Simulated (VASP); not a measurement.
Input of a VASP 6.6.1 run:

The input INCAR:

```
SYSTEM = KBr
PREC = Accurate
ENCUT = 520
EDIFF = 1E-6
ISMEAR = -1
SIGMA = 0.05
LREAL = .FALSE.
LASPH = .TRUE.
NELM = 150
ALGO = Normal
ISIF = 2
LWAVE = .FALSE.
LCHARG = .FALSE.
LNONCOLLINEAR = .TRUE.
MAGMOM = 0 0 0 0 0 0
LORBIT = 11
LSORBIT = .TRUE.
GGA_COMPAT = .FALSE.
LORBMOM = .TRUE.
GGA = PS
NBANDS = 28
```

The input KPOINTS:

```
Automatic mesh
0
G
  5 5 5
  0 0 0
```

File POSCAR:

```
KBr
1.0
    0.0000000000      3.3000000000      3.3000000000
    3.3000000000      0.0000000000      3.3000000000
    3.3000000000      3.3000000000      0.0000000000
Br K
1 1
Direct
    0.5000000000      0.5000000000      0.5000000000
    0.0000000000      0.0000000000      0.0000000000
```

Potentials or basis: VASP PAW PBE potentials, release 64 (Br, K_sv).

Run with:

```sh
$ cat potpaw_PBE.64/Br/POTCAR potpaw_PBE.64/K_sv/POTCAR > POTCAR
$ mpirun -np 1 vasp_ncl > vasp.out
```

(1) Predict the pressure.

(2) What does it give for the net moment?

## Answers

(1) -0.3 GPa.

(2) 0.00 μB per cell.

Caveat: the PAW data sets were made with another functional, which shifts forces and pressure a little.
